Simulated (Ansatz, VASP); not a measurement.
## Ba in VASP and in Ansatz

Contents of INCAR:

```
SYSTEM = Ba
PREC = Accurate
ENCUT = 520
EDIFF = 1E-6
ISMEAR = -1
SIGMA = 0.1
LREAL = .FALSE.
LASPH = .TRUE.
NELM = 80
ALGO = Normal
ISIF = 2
LWAVE = .FALSE.
LCHARG = .FALSE.
GGA = PE
NBANDS = 11
```

Contents of KPOINTS:

```
Automatic mesh
0
G
  9 9 9
  0 0 0
```

Contents of POSCAR:

```
Ba
1.0
    3.9007048926      0.0000000000      0.0000000000
    0.0000000000      3.9007048926      0.0000000000
    0.0000000000      0.0000000000      3.9007048926
Ba
1
Direct
    0.0000000000      0.0000000000      0.0000000000
```

Input for Ansatz:

```yaml
crystal:
  lattice:
    - [3.9007048926, 0.0, 0.0]
    - [0.0, 3.9007048926, 0.0]
    - [0.0, 0.0, 3.9007048926]
  atoms:
    - { symbol: Ba, position: [0.0, 0.0, 0.0] }
hamiltonian:
  xc: pbe
  pseudopotentials:
    kind: paw
    azcp:
      Ba: "pseudopotentials/Ba.paw.azcp"
basis:
  ecutwfc: 420
  fft_grid_basis: typed
kpoints:
  mp_grid: { grid: [9, 9, 9], shift: [0, 0, 0] }
magnetization:
  spin_polarized: false
scf:
  occupations: { method: fermi_dirac, width: 0.1 }
  lower_state_search: "off"
output:
  stress: true
```

Alike in both runs: task single point; functional PBE; k mesh 9 × 9 × 9; occupations fermi-dirac, width 0.1 eV; no spin polarisation.

```csv
,VASP,Ansatz
version,VASP 6.6.1,Ansatz 0.2.0
potentials or method,"VASP PAW PBE potentials, release 64 (Ba_sv), cutoff 520 eV","plane waves (420 eV) with PAW, scalar-relativistic"
valence electrons in the cell,10,10
```

|  | VASP | Ansatz | Ansatz less VASP |
| --- | --- | --- | --- |
| pressure (GPa) | 0.5 | 0.3 | -0.15 |

With one functional, cell and mesh, what is left measures potentials, basis and numerics.

Spin-orbit coupling is off throughout.
